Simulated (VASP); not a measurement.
Wanted: the native input for a VASP 6.6.1 run.

- Task: relaxation of cell and atoms
- Functional: r2SCAN
- Potentials or basis: VASP PAW PBE potentials, release 64 (Cs_sv, Br)
- Cutoff: 550 eV
- k mesh: 6 × 6 × 6
- Occupations: gaussian, width 0.01 eV
- Spin: no spin polarisation
- Target pressure: 30 GPa
- Dipole correction: no
- Further INCAR settings: ALGO = Normal; EDIFF = 1e-07; IBRION = 2; EDIFFG = -0.002; NSW = 100; ISIF = 3

Crystal: CsBr.

```
Cs Br
1.0
     4.32259    0.00000    0.00000
     0.00000    4.32259    0.00000
     0.00000    0.00000    4.32259
Cs Br
1 1
Direct
  0.00000 0.00000 0.00000
  0.50000 0.50000 0.50000
```

One way to write it, as run:

POSCAR

```
CsBr
1.0
    4.3225918544      0.0000000000      0.0000000000
    0.0000000000      4.3225918544      0.0000000000
    0.0000000000      0.0000000000      4.3225918544
Cs Br
1 1
Direct
    0.0000000000      0.0000000000      0.0000000000
    0.5000000000      0.5000000000      0.5000000000
```

INCAR.step1

```
SYSTEM = CsBr
PREC = Accurate
ENCUT = 550
ISMEAR = 0
SIGMA = 0.01
LREAL = .FALSE.
LASPH = .TRUE.
NELM = 120
GGA = PE
ALGO = Normal
EDIFF = 1E-5
LWAVE = .TRUE.
LCHARG = .FALSE.
GGA_COMPAT = .FALSE.
IBRION = 2
ISIF = 3
EDIFFG = -0.005
NELMIN = 4
NSW = 100
```

INCAR.step2

```
SYSTEM = CsBr
PREC = Accurate
ENCUT = 550
EDIFF = 1E-7
ISMEAR = 0
SIGMA = 0.01
LREAL = .FALSE.
LASPH = .TRUE.
NELM = 120
ALGO = Normal
ISIF = 3
LWAVE = .FALSE.
LCHARG = .FALSE.
METAGGA = R2SCAN
LMIXTAU = .TRUE.
IBRION = 2
NSW = 100
EDIFFG = -0.002
PSTRESS = 300.0
ISTART = 1
GGA_COMPAT = .FALSE.
NELMIN = 4
```

KPOINTS

```
regular mesh
0
G
  6 6 6
  0 0 0
```

Potentials or basis: VASP PAW PBE potentials, release 64 (Cs_sv, Br).

Command:

```sh
$ cat potpaw_PBE.64/Cs_sv/POTCAR potpaw_PBE.64/Br/POTCAR > POTCAR
$ cp INCAR.step1 INCAR
$ mpirun -np 1 vasp_std > vasp.out
$ cp INCAR.step2 INCAR
$ mpirun -np 1 vasp_std > vasp.out
```

It gave:

```json
{
  "Relaxed volume": "24.12 Å³/atom",
  "Relaxed cell": "a = 3.640 Å, b = 3.640 Å, c = 3.640 Å, α = 90.00°, β = 90.00°, γ = 90.00°",
  "Space group after relaxing (to 0.1 Å)": "Pm-3m (No. 221)",
  "Energy change on relaxing (the run minimises the enthalpy)": "+918.3 meV/atom",
  "Ionic steps": "18",
  "Pressure after relaxing": "30.0 GPa",
  "Band gap on the k mesh": "3.81 eV"
}
```

Caveat: the cell is relaxed towards a set pressure, so the run minimises the enthalpy, not the energy; the volume moved by over 15 % at a fixed basis, so the end points are rough; the PAW data sets were made with another functional, which shifts forces and pressure a little; spin-orbit coupling is left out, which moves the levels of the heavy elements.

It took 6.8 min on 1 thread of Intel(R) Xeon(R) 6975P-C (Granite Rapids) (shared host), peak memory 0.25 GiB.
